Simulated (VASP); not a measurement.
# Mg16O16F (a cell with a defect) (F interstitial hop between voids) in VASP: notebook

Mg16O16F (a cell with a defect) (F interstitial hop between voids) is run at these levels: HSE06; tasks: single point.

All numbers are computed with VASP 6.6.1; they aren't measurements. Logs are shortened: lines on timing, memory, paths and dates and some standing lists are left out, and cuts for length are marked.

## Step 1: The cell of the first run

The cell holds a defect, 33 atoms: a = 7.369 Å, b = 7.369 Å, c = 7.369 Å, α = 109.47°, β = 109.47°, γ = 109.47°.

## Step 2: Single point, HSE06

Input file POSCAR:

```
Mg16O16F
1.0
   -4.2543812300      4.2543812300      4.2543812300
    4.2543812300     -4.2543812300      4.2543812300
    4.2543812300      4.2543812300     -4.2543812300
Mg O F
16 16 1
Direct
    0.0083307400      0.0085464000      0.0079431000
    0.0015517000      0.2548243800      0.7494152400
    0.0031639100      0.4984795300      0.4977971400
    0.0015915500      0.7501314600      0.2542319800
    0.2547086900      0.0017375300      0.7494548700
    0.2451632900      0.2453243800      0.4962489900
    0.2451278400      0.4968868800      0.2445766800
    0.2547224400      0.7500940500      0.0010870200
    0.4983016800      0.0032398500      0.4978138600
    0.4967305300      0.2452643800      0.2445653900
    0.4983116800      0.4984860600      0.0024594300
    0.4914729100      0.7502185300      0.7494779700
    0.7499317900      0.0017512000      0.2542326300
    0.7499462100      0.2549128800      0.0010995100
    0.7500064400      0.4914732700      0.7493891400
    0.7498417600      0.7499800400      0.4906713000
    0.0039011800      0.0040275400      0.5078170100
   -0.0084927600      0.2456578300      0.2449896500
    0.0039271700      0.5084941200      0.0033795000
    0.0493446900      0.7500529700      0.7494436800
    0.2454966000     -0.0083705400      0.2449540500
    0.2454543100      0.2455969500     -0.0090718500
    0.2544675700      0.4961145600      0.7494227600
    0.2544328000      0.7500959300      0.4954257400
    0.5083985400      0.0041098200      0.0034178100
    0.4960065600      0.2545653300      0.7494161000
    0.4505413800      0.4506694500      0.4499515600
    0.4960172700      0.7501014100      0.2538436300
    0.7499301600      0.0493668100      0.7495129300
    0.7499712300      0.2545294100      0.4954689000
    0.7499630600      0.4961518400      0.2538378600
    0.7500387800      0.7502229500      0.0486682200
    0.7498961800      0.7498964500      0.7491561200
```

Input file INCAR.step1:

```
SYSTEM = Mg16O16F
ALGO     = Normal         ! electronic algorithm
EDIFF    = 1E-5           ! SCF threshold, eV
ENCUT    = 520            ! plane-wave cutoff, eV
GGA      = PE             ! functional
ISIF     = 2              ! what is computed and relaxed
ISMEAR   = -1             ! smearing method
LASPH    = .True.         ! aspherical terms in the spheres
LCHARG   = .False.        ! write CHGCAR
LREAL    = Auto         
LWAVE    = .True.         ! write WAVECAR
NBANDS   = 90             ! bands
NELECT   = 136.0        
NELM     = 80             ! most SCF steps
PREC     = Accurate       ! precision mode
SIGMA    = 0.01           ! smearing width, eV
```

Input file INCAR.step2:

```
SYSTEM = Mg16O16F
ALGO     = Normal         ! electronic algorithm
EDIFF    = 1E-6           ! SCF threshold, eV
ENCUT    = 520            ! plane-wave cutoff, eV
GGA      = PE             ! functional
HFSCREEN = 0.2079         ! screening, 1/A
ISIF     = 2              ! what is computed and relaxed
ISMEAR   = -1             ! smearing method
ISTART   = 1            
LASPH    = .True.         ! aspherical terms in the spheres
LCHARG   = .False.        ! write CHGCAR
LHFCALC  = .True.         ! exact exchange
LREAL    = Auto         
LWAVE    = .False.        ! write WAVECAR
NBANDS   = 90             ! bands
NELECT   = 136.0        
NELM     = 80             ! most SCF steps
PREC     = Accurate       ! precision mode
PRECFOCK = Fast         
SIGMA    = 0.01           ! smearing width, eV
```

Input file KPOINTS:

```
Automatic mesh
0
Gamma
  1 1 1
  0.25 0.25 0.25
```

Potentials or basis: VASP PAW PBE potentials, release 64 (Mg, O, F).

Launch:

```console
$ cat potpaw_PBE.64/Mg/POTCAR potpaw_PBE.64/O/POTCAR potpaw_PBE.64/F/POTCAR > POTCAR
$ cp INCAR.step1 INCAR
$ mpirun -np 1 vasp_std > vasp.out
$ cp INCAR.step2 INCAR
$ mpirun -np 1 vasp_std > vasp.out
```

OUTCAR:

```text
SYSTEM = Mg16O16F
   EDIFF = 1E-6
   ENCUT = 520
   GGA = PE
   HFSCREEN = 0.2079
   ISIF = 2
   ISMEAR = -1
   ISTART = 1
   LASPH = .True.
   LHFCALC = .True.
   LREAL = Auto
   NELECT = 136.0
   NELM = 80
   PREC = Accurate
   PRECFOCK = Fast

 ion  position               nearest neighbor table
   1  0.008  0.009  0.008-  33 1.91  18 2.09  21 2.09  22 2.09  32 2.38  29 2.39  20 2.39   6 2.94
                             7 2.94  10 2.94  13 3.04   4 3.04  14 3.04   2 3.04   8 3.04   5 3.04
   2  0.002  0.255  0.749-  29 1.96  23 2.10  22 2.11  17 2.11  30 2.15  19 2.15  15 2.94   7 2.98
                            13 2.98   8 2.98   3 2.98  11 2.99   6 2.99   9 3.03  14 3.03   1 3.04
   3  0.003  0.498  0.498-  20 1.96  18 2.10  30 2.11  31 2.11  24 2.15  23 2.15  12 2.94   6 2.98
                             7 2.98   4 2.98   2 2.98  14 2.99  13 2.99   5 3.03   8 3.03  15 3.04
   4  0.002  0.750  0.254-  32 1.96  24 2.10  21 2.11  19 2.11  17 2.15  31 2.15  16 2.94   6 2.98
                             3 2.98  14 2.98   5 2.98   9 2.99   7 2.99  13 3.03  11 3.03   1 3.04
   5  0.255  0.002  0.749-  20 1.96  26 2.10  22 2.10  17 2.11  25 2.15  24 2.15  12 2.94  10 2.98
                             4 2.98   9 2.98  14 2.98  11 2.99   6 2.99   3 3.03   8 3.03   1 3.04
   6  0.245  0.245  0.496-  27 1.96  17 2.10  23 2.11  26 2.11  18 2.15  21 2.15   1 2.94   3 2.98
                             4 2.98   9 2.98  13 2.98   2 2.99   5 2.99   7 3.03  10 3.03  15 3.04
   7  0.245  0.497  0.245-  27 1.96  19 2.10  24 2.11  28 2.11  18 2.15  22 2.15   1 2.94   2 2.98
                            14 2.98   3 2.98  11 2.98   8 2.99   4 2.99  10 3.03   6 3.03  16 3.04
   8  0.255  0.750  0.001-  20 1.96  28 2.10  21 2.11  19 2.11  25 2.15  23 2.15  12 2.94  10 2.98
                            11 2.98  13 2.98   2 2.98   7 2.99   9 2.99   5 3.03   3 3.03  15 3.04
   9  0.498  0.003  0.498-  29 1.96  21 2.10  24 2.11  28 2.11  26 2.15  30 2.15  15 2.94  13 2.98
[... 16 lines left out ...]
  18  0.992  0.246  0.245-   1 2.09   3 2.10  14 2.11  13 2.11   6 2.15   7 2.15
  19  0.004  0.508  0.003-  15 2.09   7 2.10   8 2.11   4 2.11   2 2.15  14 2.15
  20  0.049  0.750  0.749-   8 1.96   3 1.96   5 1.96  15 2.39   1 2.39  16 2.39
  21  0.245  0.992  0.245-   1 2.09   9 2.10   8 2.11   4 2.11  10 2.15   6 2.15
  22  0.245  0.246  0.991-   1 2.09  11 2.10   5 2.10   2 2.11  10 2.15   7 2.15
[... 8 lines left out ...]
  31  0.750  0.496  0.254-  16 2.09  14 2.10   3 2.11  10 2.11   4 2.15  11 2.15
  32  0.750  0.750  0.049-  13 1.96   4 1.96  11 1.97   1 2.38  12 2.39  15 2.39
  33  0.750  0.750  0.749-  16 1.90  15 1.91   1 1.91  12 1.91

  LATTYP: Found a body centered cubic cell.
 ALAT       =     8.5087624600

  Lattice vectors:

 A1 = (  -4.2543812300,   4.2543812300,   4.2543812300)
 A2 = (   4.2543812300,  -4.2543812300,   4.2543812300)
 A3 = (   4.2543812300,   4.2543812300,  -4.2543812300)

Analysis of symmetry for initial positions (statically):
=====================================================================
 Subroutine PRICEL returns:
 Original cell was already a primitive cell.

 Routine SETGRP: Setting up the symmetry group for a
 body centered cubic supercell.

 Subroutine GETGRP returns: Found  1 space group operations
 (whereof  1 operations were pure point group operations)
 out of a pool of 48 trial point group operations.

The static configuration has the point symmetry C_1 .

Analysis of symmetry for dynamics (positions and initial velocities):
=====================================================================
 Subroutine PRICEL returns:
 Original cell was already a primitive cell.

 Routine SETGRP: Setting up the symmetry group for a
 body centered cubic supercell.

 Subroutine GETGRP returns: Found  1 space group operations
 (whereof  1 operations were pure point group operations)
 out of a pool of 48 trial point group operations.

The dynamic configuration has the point symmetry C_1 .

 Subroutine INISYM returns: Found  1 space group operations
 (whereof  1 operations are pure point group operations),
 and found     1 'primitive' translations

----------------------------------------------------------------------------------------

                                     Primitive cell

  volume of cell :     308.0131
[... 92 lines left out ...]
     0.117525904  0.000000000  0.117525904     0.000000000  1.000000000  0.000000000
     0.117525904  0.117525904  0.000000000     0.000000000  0.000000000  1.000000000

  Length of vectors
     0.166206727  0.166206727  0.166206727

  Shift w.r.t. Gamma in fractional coordinates (k-lattice)
     0.250000000  0.250000000  0.250000000

 Subroutine IBZKPT returns following result:
 ===========================================

 Found      1 irreducible k-points:

 Following reciprocal coordinates:
            Coordinates               Weight
  0.250000  0.250000  0.250000      2.000000
   k-points           NKPTS =      1   k-points in BZ     NKDIM =      2   number of bands    NBANDS=     90
   number of dos      NEDOS =    301   number of ions     NIONS =     33
   total plane-waves  NPLWV = 175616
   dimension x,y,z NGX =    56 NGY =   56 NGZ =   56
   dimension x,y,z NGXF=   112 NGYF=  112 NGZF=  112
   ions per type =              16  16   1
   NGX,Y,Z   is equivalent  to a cutoff of  12.63, 12.63, 12.63 a.u.
   NGXF,Y,Z  is equivalent  to a cutoff of  25.27, 25.27, 25.27 a.u.
 SYSTEM =  Mg16O16F
   PREC   = accura    normal or accurate (medium, high low for compatibility)
   ISTART =      1    job   : 0-new  1-cont  2-samecut
   ICHARG =      0    charge: 1-file 2-atom 10-const
   ISPIN  =      1    spin polarized calculation?
   LNONCOLLINEAR =      F non collinear calculations
   LSORBIT =      F    spin-orbit coupling
   LASPH  =      T    aspherical Exc in radial PAW
   ENCUT  =  520.0 eV  38.22 Ry    6.18 a.u.  13.70 13.70 13.70*2*pi/ulx,y,z
   NELM   =     80;   NELMIN=  2; NELMDL=  0     # of ELM steps
   EDIFF  = 0.1E-05   stopping-criterion for ELM
   LREAL  =      T    real-space projection
   EDIFFG = 0.1E-04   stopping-criterion for IOM
   NSW    =      0    number of steps for IOM
   IBRION =     -1    ionic relax: 0-MD 1-quasi-New 2-CG
   NFREE  =      0    steps in history (QN), initial steepest desc. (CG)
   ISIF   =      2    stress and relaxation
   ISYM   =      3    0-nonsym 1-usesym 2-fastsym
   POTIM  = 0.5000    time-step for ionic-motion
   TEBEG  =    0.0;   TEEND  =   0.0 temperature during run
   PSTRESS=    0.0 pullay stress
   NELECT =     136.0000    total number of electrons
   NUPDOWN=      -1.0000    fix difference up-down
   EMIN   =  10.00;   EMAX   =-10.00  energy-range for DOS
   EFERMI =   0.00;   METHOD = LEGACY
   ISMEAR =    -1;   SIGMA  =   0.01  broadening in eV -4-tet -1-fermi 0-gaus
   EFERMI_NEDOS =   21; number of points for ismear=-14 and -15
   IALGO  =     38    algorithm
   IMIX   =      1    mixing-type and parameters
     AMIX     =   0.40;   BMIX     =  1.00
     AMIX_MAG =   1.60;   BMIX_MAG =  1.00
  volume/ion in A,a.u.               =       9.33        62.99
  Fermi-wavevector in a.u.,A,eV,Ry     =   1.246612  2.355756 21.144027  1.554042
  Thomas-Fermi vector in A             =   2.380782
   LORBIT       =      0    0 simple, 1 ext, 2 COOP (PROOUT), +10 PAW based schemes
   GGA     = PE    functional components
   LHFCALC =     T    Hartree Fock is set to
   PRECFOCK=fast      Normal, Fast or Accurate (Low or Medium for compatibility)
   ENCUT4O =  -1.0   cutoff for four orbital integrals eV
   NKREDX  =     1    reduce k-point grid by
   NKREDY  =     1    reduce k-point grid by
   NKREDZ  =     1    reduce k-point grid by
   AEXX    =    0.2500 exact exchange contribution
   HFSCREEN=    0.2079 screening length (either q_TF or 0.3 A-1)
   HFSCREENC=   0.2079 screening length for correlation (either q_TF or 0.3 A-1)
   ENCUTFOCK=  -1.0 apply spherical cutoff to Coloumb kernel
   IVDW    =     0    specifies the selected vdW correction
   LEPSILON=     F    determine dielectric tensor
   LRPA    =     F    only Hartree local field effects (RPA)
 non-spin polarized calculation
  energy-cutoff  :      520.00
  volume of cell :      308.01
 maximum number of plane-waves:      8280
 NGX is ok and might be reduce to    54
  NGX = 28; NGY = 28; NGZ = 28

 number of electron     135.9999995 magnetization

 Free energy of the ion-electron system (eV)
  ---------------------------------------------------
  ext. energy  EPLUGINS =         0.00000000
  ---------------------------------------------------
  free energy    TOTEN  =      -224.71895776 eV

  energy without entropy =     -224.71895776  energy(sigma->0) =     -224.71895776

 E-fermi :   2.6919     XC(G=0):  -9.1093

 val. band max:        2.3145363265   @ k =   0.2500   0.2500   0.2500
 cond. band min:      10.5533017439   @ k =   0.2500   0.2500   0.2500
 fundamental gap:      8.2387654174
 Fermi energy:         2.6918660975

 k-point     1 :       0.2500    0.2500    0.2500
  band No.  band energies     occupation
      1     -23.2114      2.00000
      2     -16.3597      2.00000
      3     -16.3595      2.00000
      4     -16.3587      2.00000
      5     -16.0103      2.00000
      6     -15.5745      2.00000
[... 72 lines left out ...]
     79      13.2902      0.00000
     80      13.2907      0.00000
 [bands above 80 left out]

------------------------ aborting loop because EDIFF is reached ----------------------------------------

  FORCE on cell =-STRESS in cart. coord.  units (eV):
  Direction    XX          YY          ZZ          XY          YZ          ZX
  --------------------------------------------------------------------------------------
  -------------------------------------------------------------------------------------
  Total       12.7029550     12.6780596     12.6323813     -0.0135383     -0.0027400     -0.0092184
  in kB       66.0763641     65.9468672     65.7092647     -0.0704214     -0.0142524     -0.0479508
  external PRESSURE =      65.9108320 kB  Pullay stress =       0.0000000 kB

 VOLUME and BASIS-vectors are now :
 -----------------------------------------------------------------------------
  energy-cutoff  :      520.00
  volume of cell :      308.01
      direct lattice vectors                 reciprocal lattice vectors
    -4.254381230  4.254381230  4.254381230     0.000000000  0.117525904  0.117525904
     4.254381230 -4.254381230  4.254381230     0.117525904  0.000000000  0.117525904
     4.254381230  4.254381230 -4.254381230     0.117525904  0.117525904  0.000000000

 POSITION                                       TOTAL-FORCE (eV/Angst)
 -----------------------------------------------------------------------------------
      0.03471      0.03288      0.03801        -0.040372     -0.037820     -0.036708
      4.26582      2.11078     -2.09758         0.006218     -0.005096     -0.045024
      4.22508      0.01056      0.01636         0.046000      0.007291      0.005496
      4.26617     -2.10297      2.11652         0.003827     -0.045370     -0.005470
      2.11223      4.26470     -2.09745        -0.007692      0.006524     -0.045261
      2.11192      2.11055     -0.02451        -0.007357     -0.005931      0.044724
[... 25 lines left out ...]
      0.20784      0.20627      6.17563         0.021820      0.021744     -0.024140
      3.18720      3.18719      3.19349         0.004660      0.000222     -0.000935
 -----------------------------------------------------------------------------------
    total drift:                                0.001645      0.001691     -0.002608

  FREE ENERGIE OF THE ION-ELECTRON SYSTEM (eV)
  ---------------------------------------------------
  free  energy   TOTEN  =      -224.7189577633 eV

  energy  without entropy=     -224.7189577633  energy(sigma->0) =     -224.71895776
```

Run time: 7.4 min. Hardware: 1 thread of Intel Xeon Platinum 8488C (Sapphire Rapids), shared host; peak memory 0.56 GiB.

Results:

| Item | Value |
| --- | --- |
| Free energy | -224.7190 eV |
| Largest force | 0.069 eV/Å |

Forces in eV/Å, atoms in the order of the input:
```
Mg  -0.040 -0.038 -0.037
Mg   0.006 -0.005 -0.045
Mg   0.046  0.007  0.005
Mg   0.004 -0.045 -0.005
Mg  -0.008  0.007 -0.045
Mg  -0.007 -0.006  0.045
Mg  -0.006  0.046 -0.006
Mg  -0.008 -0.044  0.008
Mg   0.006  0.047  0.007
Mg   0.045 -0.005 -0.007
Mg   0.007  0.009  0.045
Mg  -0.042  0.040  0.039
Mg  -0.046  0.007 -0.005
Mg  -0.046 -0.006  0.007
Mg   0.039 -0.040  0.039
Mg   0.040  0.041 -0.039
O   -0.001 -0.004  0.005
O    0.005  0.002  0.003
O   -0.003  0.005 -0.003
O   -0.021  0.018  0.022
O    0.003  0.005  0.003
O    0.003  0.002  0.004
O    0.004 -0.005 -0.005
O    0.004 -0.005 -0.003
O    0.005 -0.003 -0.003
O   -0.003  0.002 -0.006
O   -0.021 -0.023 -0.020
O   -0.002 -0.007  0.002
O    0.020 -0.023  0.022
O   -0.006  0.002 -0.003
O   -0.005 -0.003  0.003
O    0.022  0.022 -0.024
F    0.005  0.000 -0.001
```

Caveat: the k points lie up to 1.04 Å⁻¹ apart; the cell carries a net charge on a neutralising background, which shifts energy and pressure; the cell is charged against a uniform background, so pressure and absolute levels hang on convention; the PAW data sets were made with another functional, which shifts forces and pressure a little.

(Continued in part 2 of 2.)
